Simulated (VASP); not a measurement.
Wanted: the native input for a VASP 6.6.1 run.

```
Task                   : single point
Functional             : PBE
Potentials or basis    : VASP PAW PBE potentials, release 64 (Zr_sv, W_sv, S)
Cutoff                 : 520 eV
k mesh                 : 4 × 4 × 4
Occupations            : gaussian, width 0.1 eV
Spin                   : collinear spin, ferrimagnetic start
Starting moments       : [0.32, -0.02, 0.01, 0.01, 0.01] μB
Dipole correction      : no
Further INCAR settings : ALGO = Normal; EDIFF = 1e-06; NBANDS = 34
```

The structure of ZrWS3 lies in POSCAR:

```
ZrWS3
1.0
    2.3259296911     -5.6322052214      0.0000000000
    2.3259296911      5.6322052214      0.0000000000
    0.0000000000      0.0000000000      5.1796481308
Zr W S
1 1 3
Direct
    0.5000000000      0.5000000000      0.0000000000
    0.5000000000      0.5000000000      0.5000000000
    0.2857607358      0.7142392642      0.5000000000
    0.7142392642      0.2857607358      0.5000000000
    0.0000000000      0.0000000000      0.5000000000
```

These files were run (other wordings do the same):

INCAR

```
SYSTEM = ZrWS3
ALGO = Normal ; EDIFF = 1E-6
ENCUT = 520 ; GGA = PE
ISIF = 2 ; ISMEAR = 0
ISPIN = 2 ; LASPH = .True.
LCHARG = .False. ; LMAXMIX = 4
LORBIT = 11 ; LREAL = .False.
LWAVE = .False. ; MAGMOM = 0.32 -0.02 0.01 0.01 0.01
NBANDS = 34 ; NELM = 150
PREC = Accurate ; SIGMA = 0.1
```

KPOINTS

```
k-points
0
Gamma
  4 4 4
  0 0 0
```

Potentials or basis: VASP PAW PBE potentials, release 64 (Zr_sv, W_sv, S).

Launch:

```bash
$ cat potpaw_PBE.64/Zr_sv/POTCAR potpaw_PBE.64/W_sv/POTCAR potpaw_PBE.64/S/POTCAR > POTCAR
$ mpirun -np 1 vasp_std > vasp.out
```

Results of the run:

```json
{
 "Pressure": "-0.1 GPa",
 "Largest force": "0.070 eV/Å",
 "Band gap on the k mesh": "zero (filled and empty bands overlap)",
 "Net moment": "0.01 μB per cell",
 "Valence electrons inside the program's atomic spheres": "Zr 9.75; W 12.24; S 3.60, 3.68"
}
```

Caveat: the k points lie up to 0.37 Å⁻¹ apart; spin-orbit coupling is left out, which moves the levels of the heavy elements.

Wall time 9.1 min on 1 thread of Intel(R) Xeon(R) Platinum 8259CL CPU @ 2.50GHz (Skylake/Cascade Lake) (shared host), peak memory 0.46 GiB.
